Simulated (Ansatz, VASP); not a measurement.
**KF: VASP beside Ansatz**

```
CELL_PARAMETERS angstrom
0.00000 2.46414 2.46414
2.46414 0.00000 2.46414
2.46414 2.46414 0.00000
ATOMIC_POSITIONS crystal
K 0.00000 0.00000 0.00000
F 0.50000 0.50000 0.50000
```

Alike in both runs: functional PBEsol; k mesh 9 × 9 × 9; occupations fermi-dirac, width 0.03 eV; no spin polarisation.

Ansatz relaxed the structure, and its values are those at the end. VASP's run is a single point on that final structure, the one shown.

```csv
,VASP,Ansatz
version,VASP 6.6.1,Ansatz 0.2.0
potentials or method,"VASP PAW PBE potentials, release 64 (K_sv, F)","PAW with Ansatz's default frozen-core files, scalar-relativistic"
plane-wave cutoff (eV),520,420
valence electrons in the cell,16,16
```

VASP gave:

```
pressure (GPa) : 13.2
```

Task: What did Ansatz give for the same quantities?

Result: Pressure (GPa): 12.8.

VASP's potentials were made for PBE, not for PBEsol. The functional is the same, so the differences come from potentials, cutoffs and numerics. Ansatz's warnings: stress scf threshold loose.
